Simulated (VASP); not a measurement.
# AlNi3 (Pm-3m) in VASP: further runs

Runs on AlNi3. Level: PBE. Tasks: single point.

All numbers are computed with VASP 6.6.1; they aren't measurements. Logs are shortened: lines on timing, memory, paths and dates and some standing lists are left out, and cuts for length are marked.

### 1 The cell of the first run

It takes space group Pm-3m (No. 221, cubic). The conventional cell has a = 3.637 Å, b = 3.637 Å, c = 3.637 Å, α = 90.00°, β = 90.00°, γ = 90.00°. Within 3.4 Å of Al (site symmetry m-3m) lie 12 Ni at 2.57 Å. Within 3.4 Å of Ni (site symmetry 4/mmm) lie 4 Al at 2.57 Å and 8 Ni at 2.57 Å.

### 2 Single point, PBE, collinear spin, ferromagnetic start (12.02 Å³/atom)

File INCAR:

```
SYSTEM = AlNi3
PREC = Accurate
ENCUT = 520
EDIFF = 1E-6
ISMEAR = 0
SIGMA = 0.1
LREAL = .FALSE.
LASPH = .TRUE.
NELM = 150
ALGO = Normal
ISIF = 2
LWAVE = .FALSE.
LCHARG = .FALSE.
ISPIN = 2
MAGMOM = 0 -0.3 -0.3 -0.3
LORBIT = 11
LMAXMIX = 4
GGA = PE
NBANDS = 28
```

File KPOINTS:

```
Automatic mesh
0
G
  14 14 14
  0 0 0
```

File POSCAR:

```
AlNi3
1.0
    3.6367118701      0.0000000000      0.0000000000
    0.0000000000      3.6367118701      0.0000000000
    0.0000000000      0.0000000000      3.6367118701
Al Ni
1 3
Direct
    0.0000000000      0.0000000000      0.0000000000
    0.0000000000      0.5000000000      0.5000000000
    0.5000000000      0.0000000000      0.5000000000
    0.5000000000      0.5000000000      0.0000000000
```

Potentials or basis: VASP PAW PBE potentials, release 64 (Al, Ni).

Started as:

```bash
> cat potpaw_PBE.64/Al/POTCAR potpaw_PBE.64/Ni/POTCAR > POTCAR
> mpirun -np 1 vasp_std > vasp.out
```

OUTCAR:

```text
SYSTEM = AlNi3
   PREC = Accurate
   ENCUT = 520
   EDIFF = 1E-6
   ISMEAR = 0
   LREAL = .FALSE.
   LASPH = .TRUE.
   NELM = 150
   ISIF = 2
   ISPIN = 2
   LORBIT = 11
   GGA = PE

 ion  position               nearest neighbor table
   1  0.000  0.000  0.000-   2 2.57   3 2.57   4 2.57   2 2.57   3 2.57   2 2.57   4 2.57   2 2.57
                             3 2.57   4 2.57   3 2.57   4 2.57
   2  0.000  0.500  0.500-   1 2.57   3 2.57   4 2.57   1 2.57   4 2.57   1 2.57   3 2.57   1 2.57
                             3 2.57   4 2.57   4 2.57   3 2.57
   3  0.500  0.000  0.500-   1 2.57   2 2.57   4 2.57   1 2.57   4 2.57   2 2.57   4 2.57   4 2.57
                             1 2.57   2 2.57   1 2.57   2 2.57
   4  0.500  0.500  0.000-   1 2.57   2 2.57   3 2.57   2 2.57   3 2.57   1 2.57   3 2.57   3 2.57
                             1 2.57   2 2.57   2 2.57   1 2.57

  LATTYP: Found a simple cubic cell.
 ALAT       =     3.6367118701

  Lattice vectors:

 A1 = (   3.6367118701,   0.0000000000,   0.0000000000)
 A2 = (   0.0000000000,   3.6367118701,   0.0000000000)
 A3 = (   0.0000000000,   0.0000000000,   3.6367118701)

Analysis of symmetry for initial positions (statically):
=====================================================================
 Subroutine PRICEL returns:
 Original cell was already a primitive cell.

 Routine SETGRP: Setting up the symmetry group for a
 simple cubic supercell.

 Subroutine GETGRP returns: Found 48 space group operations
 (whereof 48 operations were pure point group operations)
 out of a pool of 48 trial point group operations.

The static configuration has the point symmetry O_h .

Analysis of symmetry for dynamics (positions and initial velocities):
=====================================================================
 Subroutine PRICEL returns:
 Original cell was already a primitive cell.

 Routine SETGRP: Setting up the symmetry group for a
 simple cubic supercell.

 Subroutine GETGRP returns: Found 48 space group operations
 (whereof 48 operations were pure point group operations)
 out of a pool of 48 trial point group operations.

The dynamic configuration has the point symmetry O_h .

Analysis of structural, dynamic, and magnetic symmetry:
=====================================================================
 Subroutine PRICEL returns:
 Original cell was already a primitive cell.

 Routine SETGRP: Setting up the symmetry group for a
 simple cubic supercell.

 Subroutine GETGRP returns: Found 48 space group operations
 (whereof 48 operations were pure point group operations)
 out of a pool of 48 trial point group operations.

The overall configuration has the point symmetry O_h .

 Subroutine INISYM returns: Found 48 space group operations
 (whereof 48 operations are pure point group operations),
 and found     1 'primitive' translations

----------------------------------------------------------------------------------------

                                     Primitive cell

  volume of cell :      48.0980

  direct lattice vectors                    reciprocal lattice vectors
     3.636711870  0.000000000  0.000000000     0.274973667  0.000000000  0.000000000
     0.000000000  3.636711870  0.000000000     0.000000000  0.274973667  0.000000000
     0.000000000  0.000000000  3.636711870     0.000000000  0.000000000  0.274973667

  length of vectors
     3.636711870  3.636711870  3.636711870     0.274973667  0.274973667  0.274973667

  position of ions in fractional coordinates (direct lattice)
     0.000000000  0.000000000  0.000000000
     0.000000000  0.500000000  0.500000000
     0.500000000  0.000000000  0.500000000
     0.500000000  0.500000000  0.000000000

  ion indices of the primitive-cell ions
   primitive index   ion index
                 1           1
                 2           2
                 3           3
                 4           4

----------------------------------------------------------------------------------------

 KPOINTS: Automatic mesh

Automatic generation of k-mesh.
 Grid dimensions read from file:
 generate k-points for:   14   14   14

 Generating k-lattice:

  Cartesian coordinates                     Fractional coordinates (reciprocal lattice)
     0.019640976  0.000000000  0.000000000     0.071428571  0.000000000  0.000000000
     0.000000000  0.019640976  0.000000000     0.000000000  0.071428571  0.000000000
     0.000000000  0.000000000  0.019640976     0.000000000  0.000000000  0.071428571

  Length of vectors
     0.019640976  0.019640976  0.019640976

  Shift w.r.t. Gamma in fractional coordinates (k-lattice)
     0.000000000  0.000000000  0.000000000

 Subroutine IBZKPT returns following result:
 ===========================================

 Found    120 irreducible k-points:

 Following reciprocal coordinates:
            Coordinates               Weight
  0.000000  0.000000  0.000000      1.000000
  0.071429  0.000000  0.000000      6.000000
  0.142857  0.000000  0.000000      6.000000
  0.214286  0.000000  0.000000      6.000000
  0.285714  0.000000  0.000000      6.000000
  0.357143  0.000000  0.000000      6.000000
[... 16 lines left out ...]
  0.285714  0.214286  0.000000     24.000000
  0.357143  0.214286  0.000000     24.000000
 [... further k-points ...]
   k-points           NKPTS =    120   k-points in BZ     NKDIM =    120   number of bands    NBANDS=     28
   number of dos      NEDOS =    301   number of ions     NIONS =      4
   total plane-waves  NPLWV =  21952
   dimension x,y,z NGX =    28 NGY =   28 NGZ =   28
   dimension x,y,z NGXF=    56 NGYF=   56 NGZF=   56
   ions per type =               1   3
   NGX,Y,Z   is equivalent  to a cutoff of  12.80, 12.80, 12.80 a.u.
   NGXF,Y,Z  is equivalent  to a cutoff of  25.60, 25.60, 25.60 a.u.
 SYSTEM =  AlNi3
   PREC   = accura    normal or accurate (medium, high low for compatibility)
   ISTART =      0    job   : 0-new  1-cont  2-samecut
   ICHARG =      2    charge: 1-file 2-atom 10-const
   ISPIN  =      2    spin polarized calculation?
   LNONCOLLINEAR =      F non collinear calculations
   LSORBIT =      F    spin-orbit coupling
   LASPH  =      T    aspherical Exc in radial PAW
   ENCUT  =  520.0 eV  38.22 Ry    6.18 a.u.   6.76  6.76  6.76*2*pi/ulx,y,z
   NELM   =    150;   NELMIN=  2; NELMDL= -5     # of ELM steps
   EDIFF  = 0.1E-05   stopping-criterion for ELM
   LREAL  =      F    real-space projection
   EDIFFG = 0.1E-04   stopping-criterion for IOM
   NSW    =      0    number of steps for IOM
   IBRION =     -1    ionic relax: 0-MD 1-quasi-New 2-CG
   NFREE  =      0    steps in history (QN), initial steepest desc. (CG)
   ISIF   =      2    stress and relaxation
   ISYM   =      2    0-nonsym 1-usesym 2-fastsym
   POTIM  = 0.5000    time-step for ionic-motion
   TEBEG  =    0.0;   TEEND  =   0.0 temperature during run
   PSTRESS=    0.0 pullay stress
   NELECT =      33.0000    total number of electrons
   NUPDOWN=      -1.0000    fix difference up-down
   EMIN   =  10.00;   EMAX   =-10.00  energy-range for DOS
   EFERMI =   0.00;   METHOD = LEGACY
   ISMEAR =     0;   SIGMA  =   0.10  broadening in eV -4-tet -1-fermi 0-gaus
   EFERMI_NEDOS =   21; number of points for ismear=-14 and -15
   IALGO  =     38    algorithm
   IMIX   =      4    mixing-type and parameters
     AMIX     =   0.40;   BMIX     =  1.00
     AMIX_MAG =   1.60;   BMIX_MAG =  1.00
  volume/ion in A,a.u.               =      12.02        81.15
  Fermi-wavevector in a.u.,A,eV,Ry     =   1.443900  2.728576 28.366086  2.084848
  Thomas-Fermi vector in A             =   2.562256
   LORBIT       =     11    0 simple, 1 ext, 2 COOP (PROOUT), +10 PAW based schemes
   GGA     = PE    functional components
   LHFCALC =     F    Hartree Fock is set to
   AEXX    =    0.0000 exact exchange contribution
   IVDW    =     0    specifies the selected vdW correction
   LEPSILON=     F    determine dielectric tensor
   LRPA    =     F    only Hartree local field effects (RPA)
 spin polarized calculation
 Gauss-broadening in eV      SIGMA  =   0.10
  energy-cutoff  :      520.00
  volume of cell :       48.10
 maximum number of plane-waves:      1328
 NGX is ok and might be reduce to    28
   NGX = 13   NGY = 13   NGZ = 13

 number of electron      33.0000048 magnetization      -0.7337456

 Free energy of the ion-electron system (eV)
  ---------------------------------------------------
  ext. energy  EPLUGINS =         0.00000000
  ---------------------------------------------------
  free energy    TOTEN  =       -21.82375514 eV

  energy without entropy =      -21.80612830  energy(sigma->0) =      -21.81494172

 E-fermi :   8.6777     XC(G=0): -12.3466

 val. band max:        8.6750857551   @ k =   0.2143   0.1429   0.0000
 cond. band min:       8.6783814253   @ k =   0.5000   0.2143   0.0714
 fundamental gap:      0.0032956702
 Fermi energy:         8.6776881376

 spin component 1

 k-point     1 :       0.0000    0.0000    0.0000
  band No.  band energies     occupation
      1      -0.8888      1.00000
      2       4.8033      1.00000
      3       5.4997      1.00000
      4       5.4997      1.00000
      5       5.9513      1.00000
      6       5.9513      1.00000
[... 20 lines left out ...]
     27      22.0405      0.00000
[... 691 lines left out ...]
      6       6.3066      1.00000
[... 20 lines left out ...]
     27      21.8033      0.00000
     28      22.5999      0.00000

 [... further k-points ...]

 spin component 2

 k-point     1 :       0.0000    0.0000    0.0000
  band No.  band energies     occupation
      1      -0.8550      1.00000
      2       4.7219      1.00000
      3       5.3406      1.00000
      4       5.3406      1.00000
      5       5.6512      1.00000
      6       5.6512      1.00000
[... 20 lines left out ...]
     27      22.0448      0.00000
[... 691 lines left out ...]
      6       6.0643      1.00000
[... 20 lines left out ...]
     27      21.7906      0.00000
     28      22.5928      0.00000

 [... further k-points ...]
[... 5 lines left out ...]
  --------------------------------------------------------------------------------------
  -------------------------------------------------------------------------------------
  Total       -2.7587662     -2.7587662     -2.7587662      0.0000000      0.0000000     -0.0000000
  in kB      -91.8964620    -91.8964620    -91.8964620      0.0000000      0.0000000     -0.0000000
  external PRESSURE =     -91.8964620 kB  Pullay stress =       0.0000000 kB

 VOLUME and BASIS-vectors are now :
 -----------------------------------------------------------------------------
  energy-cutoff  :      520.00
  volume of cell :       48.10
      direct lattice vectors                 reciprocal lattice vectors
     3.636711870  0.000000000  0.000000000     0.274973667  0.000000000  0.000000000
     0.000000000  3.636711870  0.000000000     0.000000000  0.274973667  0.000000000
     0.000000000  0.000000000  3.636711870     0.000000000  0.000000000  0.274973667

 POSITION                                       TOTAL-FORCE (eV/Angst)
 -----------------------------------------------------------------------------------
      0.00000      0.00000      0.00000         0.000000      0.000000      0.000000
      0.00000      1.81836      1.81836         0.000000      0.000000      0.000000
      1.81836      0.00000      1.81836         0.000000      0.000000      0.000000
      1.81836      1.81836      0.00000         0.000000      0.000000      0.000000
 -----------------------------------------------------------------------------------
    total drift:                                0.000000      0.000000      0.000000

  FREE ENERGIE OF THE ION-ELECTRON SYSTEM (eV)
  ---------------------------------------------------
  free  energy   TOTEN  =       -21.8237551359 eV

  energy  without entropy=      -21.8061282991  energy(sigma->0) =      -21.81494172

 total charge

# of ion       s       p       d       tot
------------------------------------------
    1        0.402   0.367   0.000   0.769
    2        0.466   0.462   8.354   9.282
    3        0.466   0.462   8.354   9.282
    4        0.466   0.462   8.354   9.282
--------------------------------------------------
tot          1.802   1.752  25.061  28.615

 magnetization (x)

# of ion       s       p       d       tot
------------------------------------------
    1        0.001   0.008   0.000   0.009
    2        0.003   0.010  -0.279  -0.265
    3        0.003   0.010  -0.279  -0.265
    4        0.003   0.010  -0.279  -0.265
--------------------------------------------------
tot          0.010   0.038  -0.836  -0.787
```

Wall time 2.1 min (1 thread of Intel Xeon 6975P-C (Granite Rapids), shared host); peak memory 0.33 GiB.

What came out:

```
Free energy                                           : -21.8238 eV
Pressure                                              : -9.2 GPa
Net moment                                            : -0.73 μB per cell
Site moments                                          : Al +0.01; Ni -0.27 μB
Valence electrons inside the program's atomic spheres : Al 0.77; Ni 9.28
```

Caveat: the cell stands under tension.

### 3 Single point, PBE, collinear spin, ferromagnetic start (12.48 Å³/atom)

This run uses another cell than the first one, of 12.48 Å³/atom.

File INCAR:

```
SYSTEM = AlNi3
  PREC = Accurate
  ENCUT = 520
  EDIFF = 1E-6
  ISMEAR = 0
  SIGMA = 0.1
  LREAL = .FALSE.
  LASPH = .TRUE.
  NELM = 150
  ALGO = Normal
  ISIF = 2
  LWAVE = .FALSE.
  LCHARG = .TRUE.
  ISPIN = 2
  MAGMOM = 0 -0.3 -0.3 -0.3
  LORBIT = 11
  LMAXMIX = 4
  GGA = PE
  LELF = .TRUE.
  LVHAR = .TRUE.
  NBANDS = 28
```

KPOINTS is that of step 2.

File POSCAR:

```
AlNi3
1.0
    3.6818930349      0.0000000000      0.0000000000
    0.0000000000      3.6818930349      0.0000000000
    0.0000000000      0.0000000000      3.6818930349
Al Ni
1 3
Direct
    0.0000000000      0.0000000000      0.0000000000
    0.0000000000      0.5000000000      0.5000000000
    0.5000000000      0.0000000000      0.5000000000
    0.5000000000      0.5000000000      0.0000000000
```

Potentials or basis: VASP PAW PBE potentials, release 64 (Al, Ni).

Started as:

```bash
> cat potpaw_PBE.64/Al/POTCAR potpaw_PBE.64/Ni/POTCAR > POTCAR
> mpirun -np 1 vasp_std > vasp.out
```

It took 1.9 min on 1 thread of Intel Xeon 6975P-C (Granite Rapids), shared host; peak memory 0.34 GiB.

Results (log left out):

```yaml
Free_energy: -21.6932 eV
Pressure: -13.7 GPa
Net_moment: -0.75 μB per cell
Site_moments: Al +0.01; Ni -0.27 μB
Valence_electrons_inside_the_program's_atomic_spheres: Al 0.75; Ni 9.23
```

Levels at points of the mesh, in eV from the Fermi level:
Spin up:
| k point | band 14 | band 15 | band 16 | band 17 | band 18 | band 19 |
| --- | --- | --- | --- | --- | --- | --- |
| (0.00, 0.00, 0.00) | 0.30 | 0.30 | 0.30 | 0.82 | 0.82 | 0.82 |
| (0.50, 0.00, 0.00) | -0.78 | -0.70 | -0.29 | 0.31 | 5.04 | 5.04 |
| (0.50, 0.50, 0.00) | -0.95 | -0.68 | -0.48 | -0.38 | 0.97 | 0.97 |
| (0.50, 0.50, 0.50) | -0.77 | -0.77 | -0.02 | 0.10 | 0.10 | 0.10 |
Spin down:
| k point | band 13 | band 14 | band 15 | band 16 | band 17 | band 18 | band 19 | band 20 | band 21 | band 22 |
| --- | --- | --- | --- | --- | --- | --- | --- | --- | --- | --- |
| (0.00, 0.00, 0.00) | -0.29 | -0.15 | -0.15 | -0.15 | 0.86 | 0.86 | 0.86 | 6.00 | 6.00 | 6.32 |
| (0.50, 0.00, 0.00) | -1.11 | -1.04 | -0.95 | -0.48 | -0.15 | 4.99 | 4.99 | 5.27 | 5.27 | 6.11 |
| (0.50, 0.50, 0.00) | -1.16 | -1.07 | -0.92 | -0.88 | -0.53 | 0.66 | 0.66 | 7.38 | 7.70 | 7.70 |
| (0.50, 0.50, 0.50) | -1.15 | -0.96 | -0.96 | -0.29 | -0.29 | -0.29 | 0.01 | 2.73 | 3.53 | 3.53 |

Caveat: the cell stands under tension.

(Part 1 of 2 ends here.)
